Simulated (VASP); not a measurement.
# WSe2 in VASP: a series of runs

The runs below take WSe2 through single point, with PBE+D3(BJ).

Program: VASP 6.6.1. These are calculated values, not measurements. Logs are shortened: lines on timing, memory, paths and dates and some standing lists are left out, and cuts for length are marked.

## 1. The cell of the first run

The cell holds a slab with vacuum, 6 atoms: a = 3.285 Å, b = 3.285 Å, c = 24.239 Å, α = 90.00°, β = 90.00°, γ = 120.00°.

## 2. Single point, PBE+D3(BJ)

Contents of INCAR:

```
SYSTEM = WSe2
  PREC = Accurate
  ENCUT = 520
  EDIFF = 1E-7
  ISMEAR = 0
  SIGMA = 0.05
  LREAL = .False.
  LASPH = .True.
  NELM = 80
  ALGO = Normal
  ISIF = 2
  LWAVE = .False.
  LCHARG = .False.
  LDIPOL = .True.
  IDIPOL = 3
  DIPOL = 0.5 0.5 0.393
  GGA = PE
  IVDW = 12
  NBANDS = 35
```

Contents of KPOINTS:

```
regular mesh
0
Gamma
  9 9 1
  0 0 0
```

Contents of POSCAR:

```
WSe2
1.0
    3.2854929709      0.0000000000      0.0000000000
   -1.6427464855      2.8453203767      0.0000000000
    0.0000000000      0.0000000000     24.2386466774
Se W
4 2
Direct
    0.3333333333      0.6666666667      0.1856539294
    0.3333333333      0.6666666667      0.3246601777
    0.5555555556      0.4444444444      0.4620440855
    0.5555555556      0.4444444444      0.6010503338
    0.6666666667      0.3333333333      0.2551570536
    0.8888888889      0.1111111111      0.5315472097
```

Potentials or basis: VASP PAW PBE potentials, release 64 (Se, W_sv).

On the command line:

```
cat potpaw_PBE.64/Se/POTCAR potpaw_PBE.64/W_sv/POTCAR > POTCAR
mpirun -np 1 vasp_std > vasp.out
```

OUTCAR:

```text
SYSTEM = WSe2
   PREC = Accurate
   ENCUT = 520
   EDIFF = 1E-7
   ISMEAR = 0
   LREAL = .False.
   LASPH = .True.
   NELM = 80
   ISIF = 2
   GGA = PE
   IVDW = 12
 IVDW          = 12

 ion  position               nearest neighbor table
   1  0.333  0.667  0.186-   5 2.54   5 2.54   5 2.54
   2  0.333  0.667  0.325-   5 2.54   5 2.54   5 2.54
   3  0.556  0.444  0.462-   6 2.54   6 2.54   6 2.54
   4  0.556  0.444  0.601-   6 2.54   6 2.54   6 2.54
   5  0.667  0.333  0.255-   2 2.54   2 2.54   2 2.54   1 2.54   1 2.54   1 2.54
   6  0.889  0.111  0.532-   4 2.54   4 2.54   4 2.54   3 2.54   3 2.54   3 2.54

  LATTYP: Found a hexagonal cell.
 ALAT       =     3.2854929709
 C/A-ratio  =     7.3774763459

  Lattice vectors:

 A1 = (   3.2854929709,   0.0000000000,   0.0000000000)
 A2 = (  -1.6427464855,   2.8453203767,   0.0000000000)
 A3 = (   0.0000000000,   0.0000000000,  24.2386466774)

Analysis of symmetry for initial positions (statically):
=====================================================================
 Subroutine PRICEL returns:
 Original cell was already a primitive cell.

 Routine SETGRP: Setting up the symmetry group for a
 hexagonal supercell.

 Subroutine GETGRP returns: Found  2 space group operations
 (whereof  2 operations were pure point group operations)
 out of a pool of 24 trial point group operations.

The static configuration has the point symmetry C_1h.

Analysis of symmetry for dynamics (positions and initial velocities):
=====================================================================
 Subroutine PRICEL returns:
 Original cell was already a primitive cell.

 Routine SETGRP: Setting up the symmetry group for a
 hexagonal supercell.

 Subroutine GETGRP returns: Found  2 space group operations
 (whereof  2 operations were pure point group operations)
 out of a pool of 24 trial point group operations.

The dynamic configuration has the point symmetry C_1h.

 Subroutine INISYM returns: Found  2 space group operations
 (whereof  2 operations are pure point group operations),
 and found     1 'primitive' translations

----------------------------------------------------------------------------------------

                                     Primitive cell

  volume of cell :     226.5897

  direct lattice vectors                    reciprocal lattice vectors
     3.285492971  0.000000000  0.000000000     0.304368327  0.175727136  0.000000000
    -1.642746486  2.845320377  0.000000000     0.000000000  0.351454271  0.000000000
     0.000000000  0.000000000 24.238646677     0.000000000  0.000000000  0.041256429

  length of vectors
     3.285492971  3.285492971 24.238646677     0.351454271  0.351454271  0.041256429

  position of ions in fractional coordinates (direct lattice)
     0.333333333  0.666666667  0.185653929
     0.333333333  0.666666667  0.324660178
     0.555555556  0.444444444  0.462044085
     0.555555556  0.444444444  0.601050334
     0.666666667  0.333333333  0.255157054
     0.888888889  0.111111111  0.531547210

  ion indices of the primitive-cell ions
   primitive index   ion index
                 1           1
                 2           2
                 3           3
                 4           4
                 5           5
                 6           6

----------------------------------------------------------------------------------------

 KPOINTS: regular mesh

Automatic generation of k-mesh.
 Grid dimensions read from file:
 generate k-points for:    9    9    1

 Generating k-lattice:

  Cartesian coordinates                     Fractional coordinates (reciprocal lattice)
     0.033818703  0.019525237  0.000000000     0.111111111  0.000000000  0.000000000
     0.000000000  0.039050475  0.000000000     0.000000000  0.111111111  0.000000000
     0.000000000  0.000000000  0.041256429     0.000000000  0.000000000  1.000000000

  Length of vectors
     0.039050475  0.039050475  0.041256429

  Shift w.r.t. Gamma in fractional coordinates (k-lattice)
     0.000000000  0.000000000  0.000000000

 Subroutine IBZKPT returns following result:
 ===========================================

 Found     25 irreducible k-points:

 Following reciprocal coordinates:
            Coordinates               Weight
  0.000000  0.000000  0.000000      1.000000
  0.111111 -0.000000  0.000000      4.000000
 -0.111111  0.111111  0.000000      2.000000
  0.222222  0.000000  0.000000      4.000000
 -0.222222  0.222222  0.000000      2.000000
  0.333333 -0.000000  0.000000      4.000000
[... 16 lines left out ...]
 -0.222222 -0.444444  0.000000      4.000000
  0.444444  0.333333  0.000000      4.000000
   k-points           NKPTS =     25   k-points in BZ     NKDIM =     25   number of bands    NBANDS=     35
   number of dos      NEDOS =    301   number of ions     NIONS =      6
   total plane-waves  NPLWV = 103680
   dimension x,y,z NGX =    24 NGY =   24 NGZ =  180
   dimension x,y,z NGXF=    48 NGYF=   48 NGZF=  360
   ions per type =               4   2
   NGX,Y,Z   is equivalent  to a cutoff of  12.14, 12.14, 12.35 a.u.
   NGXF,Y,Z  is equivalent  to a cutoff of  24.29, 24.29, 24.69 a.u.
 SYSTEM =  WSe2
   PREC   = accura    normal or accurate (medium, high low for compatibility)
   ISTART =      0    job   : 0-new  1-cont  2-samecut
   ICHARG =      2    charge: 1-file 2-atom 10-const
   ISPIN  =      1    spin polarized calculation?
   LNONCOLLINEAR =      F non collinear calculations
   LSORBIT =      F    spin-orbit coupling
   LASPH  =      T    aspherical Exc in radial PAW
   ENCUT  =  520.0 eV  38.22 Ry    6.18 a.u.   6.11  6.11 45.07*2*pi/ulx,y,z
   NELM   =     80;   NELMIN=  2; NELMDL= -5     # of ELM steps
   EDIFF  = 0.1E-06   stopping-criterion for ELM
   LREAL  =      F    real-space projection
   EDIFFG = 0.1E-05   stopping-criterion for IOM
   NSW    =      0    number of steps for IOM
   IBRION =     -1    ionic relax: 0-MD 1-quasi-New 2-CG
   NFREE  =      0    steps in history (QN), initial steepest desc. (CG)
   ISIF   =      2    stress and relaxation
   ISYM   =      2    0-nonsym 1-usesym 2-fastsym
   POTIM  = 0.5000    time-step for ionic-motion
   TEBEG  =    0.0;   TEEND  =   0.0 temperature during run
   PSTRESS=    0.0 pullay stress
   NELECT =      52.0000    total number of electrons
   NUPDOWN=      -1.0000    fix difference up-down
   EMIN   =  10.00;   EMAX   =-10.00  energy-range for DOS
   EFERMI =   0.00;   METHOD = LEGACY
   ISMEAR =     0;   SIGMA  =   0.05  broadening in eV -4-tet -1-fermi 0-gaus
   EFERMI_NEDOS =   21; number of points for ismear=-14 and -15
   IALGO  =     38    algorithm
   IMIX   =      4    mixing-type and parameters
     AMIX     =   0.40;   BMIX     =  1.00
     AMIX_MAG =   1.60;   BMIX_MAG =  1.00
  volume/ion in A,a.u.               =      37.76       254.85
  Fermi-wavevector in a.u.,A,eV,Ry     =   1.002296  1.894064 13.668371  1.004597
  Thomas-Fermi vector in A             =   2.134774
   LORBIT       =      0    0 simple, 1 ext, 2 COOP (PROOUT), +10 PAW based schemes
   GGA     = PE    functional components
   LHFCALC =     F    Hartree Fock is set to
   AEXX    =    0.0000 exact exchange contribution
   IVDW    =    12    specifies the selected vdW correction
   LEPSILON=     F    determine dielectric tensor
   LRPA    =     F    only Hartree local field effects (RPA)
 non-spin polarized calculation
 Gauss-broadening in eV      SIGMA  =   0.05
  energy-cutoff  :      520.00
  volume of cell :      226.59
 maximum number of plane-waves:      6144
   NGX = 13   NGY = 13   NGZ = 91

 dipolmoment           0.000000      0.000000     -0.000001 electrons x Angstroem

 number of electron      51.9999997 magnetization

 dipolmoment           0.000000      0.000000      0.001270 electrons x Angstroem

 Free energy of the ion-electron system (eV)
  ---------------------------------------------------
  ext. energy  EPLUGINS =         0.00000000
  ---------------------------------------------------
  free energy    TOTEN  =       -43.17638402 eV

  energy without entropy =      -43.17638402  energy(sigma->0) =      -43.17638402

 E-fermi :   1.1066     XC(G=0):  -6.2347

 val. band max:        0.8796813225   @ k =   0.3333   0.3333   0.0000
 cond. band min:       2.4013030138   @ k =   0.2222   0.1111   0.0000
 fundamental gap:      1.5216216913
 Fermi energy:         1.1065787786

 k-point     1 :       0.0000    0.0000    0.0000
  band No.  band energies     occupation
      1     -73.1906      2.00000
      2     -73.1676      2.00000
      3     -37.4376      2.00000
      4     -37.4142      2.00000
      5     -37.3024      2.00000
      6     -37.3013      2.00000
[... 27 lines left out ...]
     34       4.0363      0.00000
     35       5.2003      0.00000

 k-point     2 :       0.1111   -0.0000    0.0000
  band No.  band energies     occupation
      1     -73.1894      2.00000
      2     -73.1664      2.00000
      3     -37.4323      2.00000
      4     -37.4089      2.00000
      5     -37.3294      2.00000
      6     -37.3086      2.00000
[... 27 lines left out ...]
     34       4.1694      0.00000
     35       5.6135      0.00000

 k-point     3 :      -0.1111    0.1111    0.0000
  band No.  band energies     occupation
      1     -73.1894      2.00000
      2     -73.1664      2.00000
      3     -37.4323      2.00000
      4     -37.4089      2.00000
      5     -37.3301      2.00000
      6     -37.3079      2.00000
[... 27 lines left out ...]
     34       4.1709      0.00000
     35       5.6158      0.00000

 k-point     4 :       0.2222    0.0000    0.0000
  band No.  band energies     occupation
      1     -73.1863      2.00000
      2     -73.1633      2.00000
      3     -37.4190      2.00000
      4     -37.3991      2.00000
      5     -37.3956      2.00000
      6     -37.3767      2.00000
[... 27 lines left out ...]
     34       4.7301      0.00000
     35       6.2743      0.00000

 k-point     5 :      -0.2222    0.2222    0.0000
  band No.  band energies     occupation
      1     -73.1863      2.00000
      2     -73.1633      2.00000
      3     -37.4190      2.00000
      4     -37.3998      2.00000
      5     -37.3957      2.00000
      6     -37.3761      2.00000
[... 638 lines left out ...]
 k-point    22 :       0.3333    0.2222    0.0000
  band No.  band energies     occupation
      1     -73.1795      2.00000
      2     -73.1565      2.00000
      3     -37.4998      2.00000
      4     -37.4778      2.00000
      5     -37.4124      2.00000
      6     -37.3894      2.00000
[... 27 lines left out ...]
     34       5.6366      0.00000
     35       6.1871      0.00000

 k-point    23 :      -0.2222   -0.4444    0.0000
  band No.  band energies     occupation
      1     -73.1795      2.00000
      2     -73.1565      2.00000
      3     -37.5002      2.00000
      4     -37.4776      2.00000
      5     -37.4120      2.00000
      6     -37.3894      2.00000
[... 27 lines left out ...]
     34       5.6292      0.00000
     35       6.1964      0.00000

 k-point    24 :       0.4444    0.3333    0.0000
  band No.  band energies     occupation
      1     -73.1795      2.00000
      2     -73.1565      2.00000
      3     -37.5007      2.00000
      4     -37.4773      2.00000
      5     -37.4115      2.00000
      6     -37.3895      2.00000
[... 27 lines left out ...]
     34       5.5430      0.00000
     35       6.3559      0.00000

 [... further k-points ...]

------------------------ aborting loop because EDIFF is reached ----------------------------------------

 vacuum level on the upper side and lower side of the slab       (xc-potential included)        -0.064        -0.086

 Edisp (eV)   -2.35612

 E8    (eV) :    -1.0829

  FORCE on cell =-STRESS in cart. coord.  units (eV):
  Direction    XX          YY          ZZ          XY          YZ          ZX
  --------------------------------------------------------------------------------------
  -------------------------------------------------------------------------------------
  Total       0.05247    -0.00952    -0.02618    -0.05369    -0.14509     0.25131
  in kB       0.37100    -0.06734    -0.18509    -0.37962    -1.02592     1.77694
  external pressure =        0.04 kB  Pullay stress =        0.00 kB

 VOLUME and BASIS-vectors are now :
 -----------------------------------------------------------------------------
  energy-cutoff  :      520.00
  volume of cell :      226.59
      direct lattice vectors                 reciprocal lattice vectors
     3.285492971  0.000000000  0.000000000     0.304368327  0.175727136  0.000000000
    -1.642746486  2.845320377  0.000000000     0.000000000  0.351454271  0.000000000
     0.000000000  0.000000000 24.238646677     0.000000000  0.000000000  0.041256429

 POSITION                                       TOTAL-FORCE (eV/Angst)
 -----------------------------------------------------------------------------------
     -0.00000      1.89688      4.50000         0.002306     -0.001331     -0.036073
     -0.00000      1.89688      7.86932        -0.052408      0.030258      0.053900
      1.09516      1.26459     11.19932         0.049890     -0.028804     -0.046658
      1.09516      1.26459     14.56865         0.000817     -0.000472      0.039686
      1.64275      0.94844      6.18466        -0.013425      0.007751      0.022981
      2.73791      0.31615     12.88399         0.012820     -0.007402     -0.033836
 -----------------------------------------------------------------------------------
    total drift:                                0.000143     -0.000082     -0.000243

  FREE ENERGIE OF THE ION-ELECTRON SYSTEM (eV)
  ---------------------------------------------------
  free  energy   TOTEN  =       -45.5325000547 eV

  energy  without entropy=      -45.5325000547  energy(sigma->0) =      -45.53250005

 vacuum level on the upper side and lower side of the slab         5.862         5.839
```

Run time: 3.1 min. Hardware: 1 thread of Intel Xeon Platinum 8559C (Emerald Rapids), shared host; peak memory 0.41 GiB.

Results:

| Quantity | Value |
| --- | --- |
| Free energy | -45.5325 eV |
| Largest force | 0.081 eV/Å |
| Band gap on the k mesh | 1.52 eV, indirect (least direct gap 1.64 eV) |
| Dispersion energy per atom | -0.393 eV |

Forces on the atoms (eV/Å):
```
Se   0.002 -0.001 -0.036
Se  -0.052  0.030  0.054
Se   0.050 -0.029 -0.047
Se   0.001  0.000  0.040
W   -0.013  0.008  0.023
W    0.013 -0.007 -0.034
```

Caveat: spin-orbit coupling is left out, which moves the levels of the heavy elements.

(Part 1 of 3 ends here.)
